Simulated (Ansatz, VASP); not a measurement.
## Two plane-wave programs on Al2Cu

Contents of INCAR:

```
  PREC = Accurate
  ENCUT = 600
  EDIFF = 1E-6
  ISMEAR = 0
  SIGMA = 0.011
  LREAL = False
  LASPH = True
  NELM = 120
  ALGO = Normal
  ISIF = 2
  LWAVE = False
  LCHARG = True
  GGA = PE
  LELF = True
  LVHAR = True
  NBANDS = 16
  GGA_COMPAT = False
```

Contents of KPOINTS:

```
regular mesh
0
Gamma
  2 2 4
```

POSCAR

```
Al2Cu
1.0
    4.1592037477      0.0000000000      0.0000000000
    0.0000000000      4.1592037477      0.0000000000
    0.0000000000      0.0000000000      2.9293609553
Al Cu
2 1
Direct
    0.5000000000      0.0000000000      0.5000000000
    0.0000000000      0.5000000000      0.5000000000
    0.0000000000      0.0000000000      0.0000000000
```

Input for Ansatz:

```yaml
crystal:
  lattice:
    - [4.1592037477, 0.0, 0.0]
    - [0.0, 4.1592037477, 0.0]
    - [0.0, 0.0, 2.9293609553]
  atoms:
    - { symbol: Al, position: [0.5, 0.0, 0.5] }
    - { symbol: Al, position: [0.0, 0.5, 0.5] }
    - { symbol: Cu, position: [0.0, 0.0, 0.0] }
basis:
  ecutwfc: 420
kpoints:
  mp_grid: { grid: [2, 2, 4] }
hamiltonian:
  xc: pbe
scf:
  occupations: { method: gaussian, width: 0.011 }
output:
  forces: false
  stress: true
  eigenvalues: true
```

Alike in both runs: task single point; functional PBE; k mesh 2 × 2 × 4; occupations gaussian, width 0.011 eV; no spin polarisation.

|  | VASP | Ansatz |
| --- | --- | --- |
| version | VASP 6.6.1 | Ansatz 0.2.0 |
| potentials or method | VASP PAW PBE potentials, release 64 (Al, Cu), cutoff 600 eV | scalar-relativistic, plane waves, PAW |
| valence electrons in the cell | 17 | 25 |

Ansatz gave:

```
gap on the k mesh at the Fermi level (eV)                     : none
pressure (GPa)                                                : 1.4
traceless stress, the component that is largest in VASP (GPa) : 4.01
```

**Question.** Which values does VASP return?

**Answer.** gap on the k mesh at the Fermi level (eV): none; pressure (GPa): 1.6; traceless stress, the component that is largest in VASP (GPa): 4.07.

A gap of «none» marks a metal or a gap that the smearing closes. The functional is the same, so the differences come from potentials, cutoffs and numerics. VASP's potentials hold 17 valence electrons a cell and Ansatz's 25, so a difference there can come from the potentials and not from the codes.

The k mesh is coarse, so the values compare programs but aren't converged.
